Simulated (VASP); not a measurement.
# Si (Fd-3m) in VASP: further runs

The runs below take Si through single point, with PBE.

All numbers are computed with VASP 6.6.1; they aren't measurements. Logs are shortened: lines on timing, memory, paths and dates and some standing lists are left out, and cuts for length are marked.

## 1. The cell of the first run

It takes space group Fd-3m (No. 227, cubic). The conventional cell has a = 5.470 Å, b = 5.470 Å, c = 5.470 Å, α = 90.00°, β = 90.00°, γ = 90.00°. Si (site symmetry -43m) has 4 Si at 2.37 Å within 3.1 Å.

## 2. Single point, PBE

Input file INCAR:

```
PREC     = Accurate       # precision mode
ENCUT    = 500            # plane-wave cutoff, eV
EDIFF    = 1E-6           # SCF threshold, eV
ISMEAR   = 0              # smearing method
SIGMA    = 0.02           # smearing width, eV
LREAL    = F              # projectors in reciprocal space
LASPH    = T              # aspherical terms in the spheres
NELM     = 120            # most SCF steps
ALGO     = Normal         # electronic algorithm
ISIF     = 2              # what is computed and relaxed
LWAVE    = F              # write WAVECAR
LCHARG   = F              # write CHGCAR
GGA      = PE             # functional
NBANDS   = 11             # bands
GGA_COMPAT= F
```

Input file KPOINTS:

```
regular mesh
0
Gamma
  8 8 8
```

Input file POSCAR:

```
Si
1.0
    0.0000000000      2.7349661872      2.7349661872
    2.7349661872      0.0000000000      2.7349661872
    2.7349661872      2.7349661872      0.0000000000
Si
2
Direct
    0.0000000000      0.0000000000      0.0000000000
    0.2500000000      0.2500000000      0.2500000000
```

Potentials or basis: VASP PAW PBE potentials, release 64 (Si).

On the command line:

```
$ cat potpaw_PBE.64/Si/POTCAR > POTCAR
$ mpirun -np 1 vasp_std > vasp.out
```

OUTCAR:

```text
PREC = Accurate
   ENCUT = 500
   EDIFF = 1E-6
   ISMEAR = 0
   LREAL = F
   LASPH = T
   NELM = 120
   ISIF = 2
   GGA = PE

 ion  position               nearest neighbor table
   1  0.000  0.000  0.000-   2 2.37   2 2.37   2 2.37   2 2.37
   2  0.250  0.250  0.250-   1 2.37   1 2.37   1 2.37   1 2.37

  LATTYP: Found a face centered cubic cell.
 ALAT       =     5.4699323744

  Lattice vectors:

 A1 = (   0.0000000000,   2.7349661872,   2.7349661872)
 A2 = (   2.7349661872,   0.0000000000,   2.7349661872)
 A3 = (   2.7349661872,   2.7349661872,   0.0000000000)

Analysis of symmetry for initial positions (statically):
=====================================================================
 Subroutine PRICEL returns:
 Original cell was already a primitive cell.

 Routine SETGRP: Setting up the symmetry group for a
 face centered cubic supercell.

 Subroutine GETGRP returns: Found 48 space group operations
 (whereof 24 operations were pure point group operations)
 out of a pool of 48 trial point group operations.

The static configuration has the point symmetry T_d .
 The point group associated with its full space group is O_h .

Analysis of symmetry for dynamics (positions and initial velocities):
=====================================================================
 Subroutine PRICEL returns:
 Original cell was already a primitive cell.

 Routine SETGRP: Setting up the symmetry group for a
 face centered cubic supercell.

 Subroutine GETGRP returns: Found 48 space group operations
 (whereof 24 operations were pure point group operations)
 out of a pool of 48 trial point group operations.

The dynamic configuration has the point symmetry T_d .
 The point group associated with its full space group is O_h .

 Subroutine INISYM returns: Found 48 space group operations
 (whereof 24 operations are pure point group operations),
 and found     1 'primitive' translations

----------------------------------------------------------------------------------------

                                     Primitive cell

  volume of cell :      40.9153

  direct lattice vectors                    reciprocal lattice vectors
     0.000000000  2.734966187  2.734966187    -0.182817617  0.182817617  0.182817617
     2.734966187  0.000000000  2.734966187     0.182817617 -0.182817617  0.182817617
     2.734966187  2.734966187  0.000000000     0.182817617  0.182817617 -0.182817617

  length of vectors
     3.867826275  3.867826275  3.867826275     0.316649401  0.316649401  0.316649401

  position of ions in fractional coordinates (direct lattice)
     0.000000000  0.000000000  0.000000000
     0.250000000  0.250000000  0.250000000

  ion indices of the primitive-cell ions
   primitive index   ion index
                 1           1
                 2           2

----------------------------------------------------------------------------------------

 KPOINTS: regular mesh

Automatic generation of k-mesh.
 Grid dimensions read from file:
 generate k-points for:    8    8    8

 Generating k-lattice:

  Cartesian coordinates                     Fractional coordinates (reciprocal lattice)
    -0.022852202  0.022852202  0.022852202     0.125000000  0.000000000  0.000000000
     0.022852202 -0.022852202  0.022852202     0.000000000  0.125000000  0.000000000
     0.022852202  0.022852202 -0.022852202     0.000000000  0.000000000  0.125000000

  Length of vectors
     0.039581175  0.039581175  0.039581175

  Shift w.r.t. Gamma in fractional coordinates (k-lattice)
     0.000000000  0.000000000  0.000000000

 Subroutine IBZKPT returns following result:
 ===========================================

 Found     29 irreducible k-points:

 Following reciprocal coordinates:
            Coordinates               Weight
  0.000000  0.000000  0.000000      1.000000
  0.125000  0.000000  0.000000      8.000000
  0.250000  0.000000  0.000000      8.000000
  0.375000  0.000000  0.000000      8.000000
  0.500000  0.000000  0.000000      4.000000
  0.125000  0.125000  0.000000      6.000000
[... 16 lines left out ...]
  0.500000  0.250000  0.125000     48.000000
 -0.375000  0.250000  0.125000     24.000000
 [... further k-points ...]
   k-points           NKPTS =     29   k-points in BZ     NKDIM =     29   number of bands    NBANDS=     11
   number of dos      NEDOS =    301   number of ions     NIONS =      2
   total plane-waves  NPLWV =  21952
   dimension x,y,z NGX =    28 NGY =   28 NGZ =   28
   dimension x,y,z NGXF=    56 NGYF=   56 NGZF=   56
   ions per type =               2
   NGX,Y,Z   is equivalent  to a cutoff of  12.03, 12.03, 12.03 a.u.
   NGXF,Y,Z  is equivalent  to a cutoff of  24.07, 24.07, 24.07 a.u.
 SYSTEM =  unknown system
   PREC   = accura    normal or accurate (medium, high low for compatibility)
   ISTART =      0    job   : 0-new  1-cont  2-samecut
   ICHARG =      2    charge: 1-file 2-atom 10-const
   ISPIN  =      1    spin polarized calculation?
   LNONCOLLINEAR =      F non collinear calculations
   LSORBIT =      F    spin-orbit coupling
   LASPH  =      T    aspherical Exc in radial PAW
   ENCUT  =  500.0 eV  36.75 Ry    6.06 a.u.   7.05  7.05  7.05*2*pi/ulx,y,z
   NELM   =    120;   NELMIN=  2; NELMDL= -5     # of ELM steps
   EDIFF  = 0.1E-05   stopping-criterion for ELM
   LREAL  =      F    real-space projection
   EDIFFG = 0.1E-04   stopping-criterion for IOM
   NSW    =      0    number of steps for IOM
   IBRION =     -1    ionic relax: 0-MD 1-quasi-New 2-CG
   NFREE  =      0    steps in history (QN), initial steepest desc. (CG)
   ISIF   =      2    stress and relaxation
   ISYM   =      2    0-nonsym 1-usesym 2-fastsym
   POTIM  = 0.5000    time-step for ionic-motion
   TEBEG  =    0.0;   TEEND  =   0.0 temperature during run
   PSTRESS=    0.0 pullay stress
   NELECT =       8.0000    total number of electrons
   NUPDOWN=      -1.0000    fix difference up-down
   EMIN   =  10.00;   EMAX   =-10.00  energy-range for DOS
   EFERMI =   0.00;   METHOD = LEGACY
   ISMEAR =     0;   SIGMA  =   0.02  broadening in eV -4-tet -1-fermi 0-gaus
   EFERMI_NEDOS =   21; number of points for ismear=-14 and -15
   IALGO  =     38    algorithm
   IMIX   =      4    mixing-type and parameters
     AMIX     =   0.40;   BMIX     =  1.00
     AMIX_MAG =   1.60;   BMIX_MAG =  1.00
  volume/ion in A,a.u.               =      20.46       138.06
  Fermi-wavevector in a.u.,A,eV,Ry     =   0.950188  1.795595 12.284118  0.902857
  Thomas-Fermi vector in A             =   2.078541
   LORBIT       =      0    0 simple, 1 ext, 2 COOP (PROOUT), +10 PAW based schemes
   GGA     = PE    functional components
   LHFCALC =     F    Hartree Fock is set to
   AEXX    =    0.0000 exact exchange contribution
   IVDW    =     0    specifies the selected vdW correction
   LEPSILON=     F    determine dielectric tensor
   LRPA    =     F    only Hartree local field effects (RPA)
 non-spin polarized calculation
 Gauss-broadening in eV      SIGMA  =   0.02
  energy-cutoff  :      500.00
  volume of cell :       40.92
 maximum number of plane-waves:      1056
   NGX = 15   NGY = 15   NGZ = 15

 number of electron       8.0000000 magnetization

 Free energy of the ion-electron system (eV)
  ---------------------------------------------------
  ext. energy  EPLUGINS =         0.00000000
  ---------------------------------------------------
  free energy    TOTEN  =       -10.84606451 eV

  energy without entropy =      -10.84606451  energy(sigma->0) =      -10.84606451

 E-fermi :   5.7215     XC(G=0):  -9.3240

 val. band max:        5.6107765714   @ k =   0.0000   0.0000   0.0000
 cond. band min:       6.2618096779   @ k =   0.3750   0.3750   0.0000
 fundamental gap:      0.6510331065
 Fermi energy:         5.7215000656

 k-point     1 :       0.0000    0.0000    0.0000
  band No.  band energies     occupation
      1      -6.1997      2.00000
      2       5.6108      2.00000
      3       5.6108      2.00000
      4       5.6108      2.00000
      5       8.1669      0.00000
      6       8.1669      0.00000
      7       8.1669      0.00000
      8       8.7372      0.00000
      9      13.3190      0.00000
     10      13.3190      0.00000
     11      13.4853      0.00000

 k-point     2 :       0.1250    0.0000    0.0000
  band No.  band energies     occupation
      1      -5.9993      2.00000
      2       4.0201      2.00000
      3       5.3285      2.00000
      4       5.3285      2.00000
      5       8.0516      0.00000
      6       8.5822      0.00000
      7       8.5822      0.00000
      8      10.1379      0.00000
      9      12.8464      0.00000
     10      12.8464      0.00000
     11      14.2607      0.00000

 k-point     3 :       0.2500    0.0000    0.0000
  band No.  band energies     occupation
      1      -5.4152      2.00000
      2       1.7256      2.00000
      3       4.8661      2.00000
      4       4.8661      2.00000
      5       7.5677      0.00000
      6       9.1000      0.00000
      7       9.1000      0.00000
      8      12.3565      0.00000
      9      12.7972      0.00000
     10      12.7972      0.00000
     11      14.5380      0.00000

 k-point     4 :       0.3750    0.0000    0.0000
  band No.  band energies     occupation
      1      -4.5413      2.00000
      2      -0.2577      2.00000
      3       4.5435      2.00000
      4       4.5435      2.00000
      5       7.2031      0.00000
      6       9.0635      0.00000
      7       9.0635      0.00000
      8      13.4464      0.00000
      9      14.1483      0.00000
     10      14.1483      0.00000
     11      15.1174      0.00000
[... 239 lines left out ...]
 k-point    22 :       0.3750    0.2500    0.1250
  band No.  band energies     occupation
      1      -4.8955      2.00000
      2       1.3432      2.00000
      3       2.9603      2.00000
      4       4.2114      2.00000
      5       8.0535      0.00000
      6       9.4354      0.00000
      7       9.8138      0.00000
      8      11.0497      0.00000
      9      13.3214      0.00000
     10      15.7119      0.00000
     11      16.5716      0.00000

 k-point    23 :       0.5000    0.2500    0.1250
  band No.  band energies     occupation
      1      -4.0266      2.00000
      2      -0.1755      2.00000
      3       2.3565      2.00000
      4       3.7243      2.00000
      5       8.4745      0.00000
      6       9.1397      0.00000
      7      10.5871      0.00000
      8      11.4874      0.00000
      9      14.5389      0.00000
     10      15.2344      0.00000
     11      17.5103      0.00000

 k-point    24 :      -0.3750    0.2500    0.1250
  band No.  band energies     occupation
      1      -3.3929      2.00000
      2      -1.0943      2.00000
      3       2.2250      2.00000
      4       3.5015      2.00000
      5       8.6331      0.00000
      6       8.7573      0.00000
      7      11.4557      0.00000
      8      12.6754      0.00000
      9      12.9153      0.00000
     10      16.1164      0.00000
     11      17.1598      0.00000

 [... further k-points ...]
[... 5 lines left out ...]
  --------------------------------------------------------------------------------------
  -------------------------------------------------------------------------------------
  Total       -0.0145981     -0.0145981     -0.0145981      0.0000000      0.0000000      0.0000000
  in kB       -0.5716384     -0.5716384     -0.5716384      0.0000000      0.0000000      0.0000000
  external PRESSURE =      -0.5716384 kB  Pullay stress =       0.0000000 kB

 VOLUME and BASIS-vectors are now :
 -----------------------------------------------------------------------------
  energy-cutoff  :      500.00
  volume of cell :       40.92
      direct lattice vectors                 reciprocal lattice vectors
     0.000000000  2.734966187  2.734966187    -0.182817617  0.182817617  0.182817617
     2.734966187  0.000000000  2.734966187     0.182817617 -0.182817617  0.182817617
     2.734966187  2.734966187  0.000000000     0.182817617  0.182817617 -0.182817617

 POSITION                                       TOTAL-FORCE (eV/Angst)
 -----------------------------------------------------------------------------------
      0.00000      0.00000      0.00000        -0.000000      0.000000      0.000000
      1.36748      1.36748      1.36748         0.000000     -0.000000     -0.000000
 -----------------------------------------------------------------------------------
    total drift:                                0.000000      0.000000     -0.000000

  FREE ENERGIE OF THE ION-ELECTRON SYSTEM (eV)
  ---------------------------------------------------
  free  energy   TOTEN  =       -10.8460645101 eV

  energy  without entropy=      -10.8460645101  energy(sigma->0) =      -10.84606451
```

It took 4.6 s on 1 thread of Intel Xeon 6975P-C (Granite Rapids), shared host; peak memory 0.15 GiB.

Results:

- Free energy: -10.8461 eV
- Pressure: -0.1 GPa
- Band gap on the k mesh: 0.65 eV, indirect (least direct gap 2.56 eV)

A k mesh can miss the band edges. PBE gaps usually lie below the measured ones, often by a third to a half.

## 3. Single point, PBE

Input file INCAR:

```
  ALGO = Normal
  EDIFF = 1E-6
  ENCUT = 500
  GGA = PE
  GGA_COMPAT = False
  ISIF = 2
  ISMEAR = 0
  LASPH = True
  LCHARG = False
  LREAL = False
  LWAVE = False
  NBANDS = 11
  NELM = 120
  PREC = Accurate
  SIGMA = 0.02
```

Input file KPOINTS:

```
k-points
0
Gamma
  10 10 10
```

POSCAR is that of step 2.

Potentials or basis: VASP PAW PBE potentials, release 64 (Si).

On the command line:

```
$ cat potpaw_PBE.64/Si/POTCAR > POTCAR
$ mpirun -np 1 vasp_std > vasp.out
```

It took 6.7 s on 1 thread of Intel Xeon 6975P-C (Granite Rapids), shared host; peak memory 0.15 GiB.

It converged, with:

- Free energy: -10.8492 eV
- Pressure: -0.1 GPa
- Band gap on the k mesh: 0.62 eV, indirect (least direct gap 2.56 eV)

Levels at points of the mesh, in eV from the valence-band top:
```csv
k point,band 1,band 2,band 3,band 4,band 5,band 6,band 7,band 8
"(0.00, 0.00, 0.00)",-11.81,0.00,0.00,0.00,2.56,2.56,2.56,3.13
"(0.50, 0.00, 0.00)",-9.53,-6.87,-1.18,-1.18,1.46,3.35,3.35,7.70
"(0.50, 0.50, 0.00)",-7.74,-7.74,-2.79,-2.79,0.75,0.75,9.93,9.93
```

A k mesh can miss the band edges. A hybrid or GW would open this gap; PBE tends to underestimate it.
